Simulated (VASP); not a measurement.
# Al15InN16 (a cell with a defect) in VASP: settings compared, part 3 of 4

VASP 6.6.1.

## 4. Single point, PBE, collinear spin

INCAR

```
PREC = Accurate
ENCUT = 520
EDIFF = 1E-6
ISMEAR = 0
SIGMA = 0.01
LREAL = Auto
LASPH = True
NELM = 200
ALGO = Normal
ISIF = 2
LWAVE = False
LCHARG = False
ISPIN = 2
MAGMOM = 0 0 0 0 0 0 0 0 0 0 0 0 0 0 0 0.02 0.08 0.02 0.06 0.21 0.07 0.04 0.04 0.02 0.02 0.06 0.09 0.02 0.03 0.03 0.02 0.01
LORBIT = 11
NUPDOWN = 1.0
GGA = PE
NELECT = 137.0
NBANDS = 95
GGA_COMPAT = False
ISYM = -1
```

KPOINTS

```
explicit points
1
Reciprocal
  0.25000000   0.25000000   0.25000000 1
```

POSCAR

```
Al15InN16
1.0
    6.2595139092      0.0000000618      0.0000000000
   -3.1297570081      5.4208980298      0.0000000000
    0.0000000000      0.0000000000     10.0348065900
Al In N
15 1 16
Direct
    0.3325741389      0.1650591115      0.2447010848
    0.3370816438      0.1627640994      0.7533558819
    0.1659062930      0.3349498176      0.9998315658
    0.3351067099      0.6710240422      0.2437987065
    0.1678040385      0.8368093757      0.4993142993
    0.3378130397      0.6741081750      0.7542093732
    0.1624419599      0.8320456942      0.9990735867
    0.8272722443      0.1633642935      0.2449110207
    0.6659299676      0.3340497504      0.4992851509
    0.8262438870      0.1627254532      0.7534508657
    0.6656967689      0.3370601381      0.9991640337
    0.8327400640      0.6670144547      0.2490855564
    0.6687741820      0.8350053162      0.4999739075
    0.8337150252      0.6666520979      0.7490433814
    0.6662205336      0.8319584014      0.9992294262
    0.1631843564      0.3396764985      0.4963392835
    0.3444020767      0.1585919218      0.4337264019
    0.1660070154      0.3322845814      0.1904578377
    0.3308533684      0.1678225165      0.9422348274
    0.1689761631      0.3324471270      0.7112337605
    0.3509913756      0.7022951291      0.4326195373
    0.1649464545      0.8316846162      0.1873772836
    0.3317203466      0.6699943806      0.9423492180
    0.1691869318      0.8325501478      0.6896200605
    0.8013051846      0.1518019726      0.4325316686
    0.6675521468      0.3342862488      0.1878186953
    0.8299374539      0.1686281182      0.9428450973
    0.6683150076      0.3318755587      0.6897644869
    0.8335608998      0.6687043695      0.4400359068
    0.6686239125      0.8306282836      0.1870159171
    0.8310062985      0.6683570045      0.9380107188
    0.6682172343      0.8326512562      0.6903854940
```

Potentials or basis: VASP PAW PBE potentials, release 64 (Al, In_d, N).

Command:

```console
$ cat potpaw_PBE.64/Al/POTCAR potpaw_PBE.64/In_d/POTCAR potpaw_PBE.64/N/POTCAR > POTCAR
$ mpirun -np 1 vasp_std > vasp.out
```

OUTCAR:

```text
PREC = Accurate
   ENCUT = 520
   EDIFF = 1E-6
   ISMEAR = 0
   LREAL = Auto
   LASPH = True
   NELM = 200
   ISIF = 2
   ISPIN = 2
   LORBIT = 11
   NUPDOWN = 1.0
   GGA = PE
   NELECT = 137.0
   ISYM = -1

 ion  position               nearest neighbor table
   1  0.333  0.165  0.245-  18 1.89  22 1.90  17 1.90  26 1.90  11 3.06   7 3.06   3 3.06   4 3.10
                             8 3.10   5 3.11  12 3.12   9 3.13  12 3.14  16 3.14   8 3.16   4 3.16
   2  0.337  0.163  0.753-  20 1.88  19 1.90  24 1.90  28 1.91  11 3.04   7 3.05   6 3.06  10 3.06
                             3 3.10   5 3.10   9 3.11  14 3.13  14 3.13  10 3.20   6 3.20  16 3.20
   3  0.166  0.335  1.000-  19 1.89  23 1.91  27 1.91  18 1.91   4 3.05   1 3.06   8 3.07   6 3.07
                            10 3.08   2 3.10  15 3.12  11 3.12   7 3.12   7 3.14  11 3.14  15 3.14
   4  0.335  0.671  0.244-  22 1.88  30 1.90  21 1.90  18 1.91  15 3.04   7 3.05   3 3.05   8 3.08
                             1 3.10  16 3.11  12 3.13  12 3.13   5 3.14  13 3.14   1 3.16   8 3.18
   5  0.168  0.837  0.499-  21 1.85  17 1.87  29 1.91  24 1.91  14 3.09  16 3.10  12 3.10   2 3.10
                             1 3.11   9 3.12  13 3.12   6 3.13   4 3.14  13 3.14   9 3.14  16 3.16
   6  0.338  0.674  0.754-  24 1.89  23 1.89  20 1.90  32 1.90  15 3.04   7 3.05  10 3.06   2 3.06
                             3 3.07  13 3.12  14 3.13   5 3.13  14 3.13  16 3.16   2 3.20  10 3.20
   7  0.162  0.832  0.999-  23 1.88  22 1.89  31 1.90  19 1.91   2 3.05   4 3.05   6 3.05   1 3.06
                            14 3.08  12 3.08  11 3.10  15 3.11   3 3.12   3 3.14  15 3.15  11 3.16
   8  0.827  0.163  0.245-  26 1.88  25 1.89  30 1.90  18 1.92  15 3.05  11 3.06   3 3.07   4 3.08
                             1 3.10  16 3.11  13 3.12   9 3.12  12 3.12  12 3.14   1 3.16   4 3.18
   9  0.666  0.334  0.499-  25 1.85  17 1.87  29 1.91  28 1.91  14 3.09  12 3.09  16 3.10   2 3.11
[... 17 lines left out ...]
  19  0.331  0.168  0.942-   3 1.89   2 1.90  11 1.90   7 1.91
  20  0.169  0.332  0.711-   2 1.88   6 1.90  10 1.91  16 2.16
  21  0.351  0.702  0.433-   5 1.85  13 1.86   4 1.90  16 2.07
  22  0.165  0.832  0.187-   4 1.88   7 1.89   1 1.90  12 1.90
[... 8 lines left out ...]
  31  0.831  0.668  0.938-  15 1.88  14 1.90  11 1.90   7 1.90
  32  0.668  0.833  0.690-  14 1.89  10 1.90   6 1.90  13 1.91
[... 263 lines left out ...]
      2      -8.1455      1.00000
      3      -7.9006      1.00000
      4      -7.7629      1.00000
      5      -7.7267      1.00000
      6      -7.5380      1.00000
[... 72 lines left out ...]
     79      13.0389      0.00000
     80      13.2272      0.00000
 [bands above 80 left out]

------------------------ aborting loop because EDIFF is reached ----------------------------------------

  FORCE on cell =-STRESS in cart. coord.  units (eV):
  Direction    XX          YY          ZZ          XY          YZ          ZX
  --------------------------------------------------------------------------------------
  -------------------------------------------------------------------------------------
  Total        3.7496511     -5.5896589      2.9618033     -8.5262298      1.7537024      1.7370233
  in kB       17.6433312    -26.3011679     13.9362505    -40.1186917      8.2517417      8.1732611
  external PRESSURE =       1.7594713 kB  Pullay stress =       0.0000000 kB

 VOLUME and BASIS-vectors are now :
 -----------------------------------------------------------------------------
  energy-cutoff  :      520.00
  volume of cell :      340.50
      direct lattice vectors                 reciprocal lattice vectors
     6.259513909  0.000000062  0.000000000     0.159756813  0.092235641  0.000000000
    -3.129757008  5.420898030  0.000000000    -0.000000002  0.184471279  0.000000000
     0.000000000  0.000000000 10.034806590     0.000000000  0.000000000  0.099653141

 POSITION                                       TOTAL-FORCE (eV/Angst)
 -----------------------------------------------------------------------------------
      1.56516      0.89477      2.45553         0.004858     -0.000659      0.002046
      1.60056      0.88233      7.55978        -0.003040      0.004638     -0.003509
     -0.00982      1.81573     10.03312         0.001681     -0.004157      0.000485
     -0.00254      3.63755      2.44647         0.000673      0.006990      0.002595
     -1.56864      4.53626      5.01052         0.005353     -0.000213      0.005365
      0.00475      3.65427      7.56835        -0.003234      0.004167     -0.002314
[... 24 lines left out ...]
      3.10990      3.62310      9.41276         0.000080      0.000528     -0.004349
      1.57672      4.51372      6.92788        -0.000232     -0.002546     -0.003008
 -----------------------------------------------------------------------------------
    total drift:                               -0.004824     -0.006192      0.038998

  FREE ENERGIE OF THE ION-ELECTRON SYSTEM (eV)
  ---------------------------------------------------
  free  energy   TOTEN  =      -242.2543092332 eV

  energy  without entropy=     -242.2543092332  energy(sigma->0) =     -242.25430923

 total charge

# of ion       s       p       d       tot
------------------------------------------
    1        0.373   0.427   0.000   0.800
    2        0.374   0.433   0.000   0.806
    3        0.369   0.424   0.000   0.793
    4        0.373   0.427   0.000   0.800
    5        0.377   0.440   0.000   0.816
    6        0.373   0.434   0.000   0.807
[... 24 lines left out ...]
   31        1.231   2.611   0.000   3.842
   32        1.229   2.604   0.000   3.834
--------------------------------------------------
tot         26.151  48.918  10.036  85.105

 magnetization (x)

# of ion       s       p       d       tot
------------------------------------------
    1       -0.001   0.002   0.000   0.002
    2       -0.001  -0.001   0.000  -0.002
    3        0.000  -0.001   0.000  -0.001
    4       -0.000   0.002   0.000   0.002
    5       -0.001   0.000   0.000  -0.000
    6       -0.001  -0.001   0.000  -0.002
[... 24 lines left out ...]
   31        0.000   0.018   0.000   0.019
   32        0.000   0.010   0.000   0.010
--------------------------------------------------
tot          0.002   0.720   0.017   0.739
```

Wall time 2.2 min (1 thread of Intel Xeon 6975P-C (Granite Rapids), shared host); peak memory 0.57 GiB.

Results:

| Item | Value |
| --- | --- |
| Free energy | -242.2543 eV |
| Largest force | 0.015 eV/Å |
| Net moment | 1.00 μB per cell |
| Site moments | Al +0.00, -0.00 (each value once); In +0.04; N +0.07, +0.02, +0.05, +0.18, +0.06, +0.04, +0.03, +0.01 (each value once) μB |
| Valence electrons inside the program's atomic spheres | Al 0.80, 0.81, 0.79, 0.82 (each value once); In 11.74; N 3.83, 3.78, 3.84, 3.85 (each value once) |

Forces in eV/Å, atoms in the order of the input:
```
Al   0.005 -0.001  0.002
Al  -0.003  0.005 -0.004
Al   0.002 -0.004  0.000
Al   0.001  0.007  0.003
Al   0.005  0.000  0.005
Al  -0.003  0.004 -0.002
Al   0.005 -0.003  0.004
Al  -0.005 -0.002  0.000
Al   0.002 -0.005  0.003
Al  -0.004  0.005 -0.004
Al   0.001 -0.004  0.002
Al  -0.001  0.000  0.000
Al  -0.001  0.001  0.005
Al   0.004  0.000  0.004
Al   0.003 -0.003  0.006
In  -0.010  0.003  0.009
N    0.010 -0.006  0.001
N    0.000  0.000 -0.010
N   -0.002  0.003 -0.006
N    0.001 -0.002  0.012
N    0.003  0.009  0.004
N   -0.002  0.002 -0.005
N   -0.001  0.001 -0.010
N    0.002 -0.005 -0.004
N   -0.010 -0.008  0.007
N   -0.001  0.001 -0.005
N    0.002  0.004 -0.005
N    0.003 -0.002 -0.003
N   -0.003  0.000  0.004
N    0.001  0.001 -0.005
N    0.000  0.001 -0.004
N    0.000 -0.003 -0.003
```

Caveat: the cell carries a net charge on a neutralising background, which shifts energy and pressure; the cell is charged against a uniform background, so pressure and absolute levels hang on convention; spin-orbit coupling is left out, which moves the levels of the heavy elements; the total moment is fixed, so each spin has its own Fermi level and the state may be an excited one.

## 5. Relaxation of the atoms, PBE

INCAR

```
  PREC = Accurate
  ENCUT = 520
  EDIFF = 1E-7
  ISMEAR = 0
  SIGMA = 0.01
  LREAL = Auto
  LASPH = T
  NELM = 120
  ALGO = Normal
  ISIF = 2
  LWAVE = F
  LCHARG = F
  GGA = PE
  IBRION = 2
  NSW = 100
  EDIFFG = -0.03
  GGA_COMPAT = F
  NELMIN = 4
  ISYM = -1
```

KPOINTS is that of step 4.

POSCAR

```
Al15InN16
1.0
    6.2595139100      0.0000000600      0.0000000000
   -3.1297570100      5.4208980300      0.0000000000
    0.0000000000      0.0000000000     10.0348065900
Al In N
15 1 16
Direct
    0.3333333300      0.1666666700      0.2496176900
    0.3333333300      0.1666666700      0.7496176900
    0.1666666700      0.3333333300      0.9996176900
    0.3333333300      0.6666666700      0.2496176900
    0.1666666700      0.8333333300      0.4996176900
    0.3333333300      0.6666666700      0.7496176900
    0.1666666700      0.8333333300      0.9996176900
    0.8333333300      0.1666666700      0.2496176900
    0.6666666700      0.3333333300      0.4996176900
    0.8333333300      0.1666666700      0.7496176900
    0.6666666700      0.3333333300      0.9996176900
    0.8333333300      0.6666666700      0.2496176900
    0.6666666700      0.8333333300      0.4996176900
    0.8333333300      0.6666666700      0.7496176900
    0.6666666700      0.8333333300      0.9996176900
    0.1666666700      0.3333333300      0.4996176900
    0.3333333300      0.1666666700      0.4403823100
    0.1666666700      0.3333333300      0.1903823100
    0.3333333300      0.1666666700      0.9403823100
    0.1666666700      0.3333333300      0.6903823100
    0.3333333300      0.6666666700      0.4403823100
    0.1666666700      0.8333333300      0.1903823100
    0.3333333300      0.6666666700      0.9403823100
    0.1666666700      0.8333333300      0.6903823100
    0.8333333300      0.1666666700      0.4403823100
    0.6666666700      0.3333333300      0.1903823100
    0.8333333300      0.1666666700      0.9403823100
    0.6666666700      0.3333333300      0.6903823100
    0.8333333300      0.6666666700      0.4403823100
    0.6666666700      0.8333333300      0.1903823100
    0.8333333300      0.6666666700      0.9403823100
    0.6666666700      0.8333333300      0.6903823100
```

Command:

```console
$ cat potpaw_PBE.64/Al/POTCAR potpaw_PBE.64/In_d/POTCAR potpaw_PBE.64/N/POTCAR > POTCAR
$ mpirun -np 1 vasp_std > vasp.out
```

Run time: 9.5 min. Hardware: 1 thread of Intel Xeon 6975P-C (Granite Rapids), shared host; peak memory 0.49 GiB.

The run converged. Its results:

| Property | Result |
| --- | --- |
| Free energy | -236.2636 eV |
| Energy gained by relaxing | 57.7 meV/atom |
| Ionic steps | 14 |
| Pressure after relaxing | 4.9 GPa |
| Largest force after relaxing | 0.027 eV/Å |
| Band gap on the k mesh | 5.53 eV |

Forces on the atoms (eV/Å):
```
Al  -0.007  0.004  0.004
Al   0.001  0.000 -0.005
Al  -0.001  0.000  0.002
Al   0.003 -0.003 -0.003
Al  -0.017 -0.013 -0.013
Al   0.005 -0.002 -0.006
Al  -0.003 -0.005  0.014
Al   0.004 -0.001 -0.003
Al   0.003  0.021 -0.012
Al   0.003 -0.004 -0.006
Al   0.002  0.005  0.015
Al   0.006 -0.003  0.000
Al   0.014 -0.008 -0.012
Al   0.007 -0.005  0.005
Al   0.002 -0.001  0.020
In  -0.019  0.011 -0.014
N   -0.005  0.003  0.010
N   -0.002  0.002 -0.005
N   -0.006  0.003 -0.013
N    0.000  0.000  0.014
N   -0.009  0.006  0.008
N   -0.003 -0.003 -0.005
N    0.011  0.006 -0.010
N   -0.008 -0.009  0.020
N   -0.010  0.004  0.008
N    0.001  0.004 -0.005
N    0.001 -0.013 -0.010
N    0.004  0.011  0.020
N   -0.002  0.001 -0.014
N    0.007 -0.004 -0.017
N    0.003 -0.002 -0.006
N    0.015 -0.008  0.021
```

Stress tensor (GPa, compression positive):
```
 5.58 -3.93  0.07
-3.93  1.03  0.12
 0.07  0.12  8.07
```

Step by step:
```csv
step,energy change (eV),largest force (eV/Å),pressure (GPa)
1,0.0000,5.6548,6.93
2,-1.1745,2.9360,5.33
3,-1.7026,0.8018,5.14
4,-1.7988,0.3507,4.97
5,-1.8000,0.3353,4.98
6,-1.8301,0.1939,4.95
7,-1.8307,0.2152,4.94
8,-1.8422,0.1514,4.92
9,-1.8422,0.1611,4.92
10,-1.8460,0.0701,4.91
11,-1.8461,0.0721,4.91
12,-1.8472,0.0313,4.91
13,-1.8474,0.0483,4.91
14,-1.8480,0.0270,4.89
```

Final structure:
```xyz
32
Lattice="6.2595 0.0000 0.0000 -3.1298 5.4209 0.0000 0.0000 0.0000 10.0348" Properties=species:S:1:pos:R:3 pbc="T T T"
Al    1.5816    0.8939    2.4678
Al    1.5845    0.8924    7.5730
Al   -0.0018    1.8076   10.0297
Al    0.0063    3.6355    2.4625
Al   -1.5534    4.5316    5.0096
Al    0.0014    3.6338    7.5796
Al   -1.5752    4.5147    0.0048
Al    4.6790    0.8874    2.4622
Al    3.1236    1.7904    5.0095
Al    4.6785    0.8924    7.5792
Al    3.1270    1.8173    0.0045
Al    3.1344    3.6114    2.5101
Al    1.5687    4.5153    5.0184
Al    3.1340    3.6117    7.5169
Al    1.5724    4.5129    0.0009
In   -0.0324    1.8255    5.0221
N     1.6590    0.8494    4.3426
N     0.0114    1.7999    1.9071
N     1.5637    0.9042    9.4602
N     0.0116    1.8009    7.1324
N     0.0058    3.7855    4.3372
N    -1.5642    4.5029    1.8858
N    -0.0134    3.6341    9.4655
N    -1.5459    4.5131    6.9204
N     4.5490    0.8127    4.3369
N     3.1423    1.8137    1.8854
N     4.6698    0.9042    9.4648
N     3.1435    1.7925    6.9203
N     3.1286    3.6148    4.4227
N     1.5942    4.5005    1.8817
N     3.1187    3.6201    9.4135
N     1.5732    4.5121    6.9311
```

Levels at points of the mesh, in eV from the valence-band top:
| k point | band 67 | band 68 | band 69 | band 70 | band 71 | band 72 |
| --- | --- | --- | --- | --- | --- | --- |
| (0.25, 0.25, 0.25) | -0.29 | -0.12 | 0.00 | 5.53 | 5.70 | 6.17 |

Caveat: spin-orbit coupling is left out, which moves the levels of the heavy elements.

(Continued in part 4 of 4.)
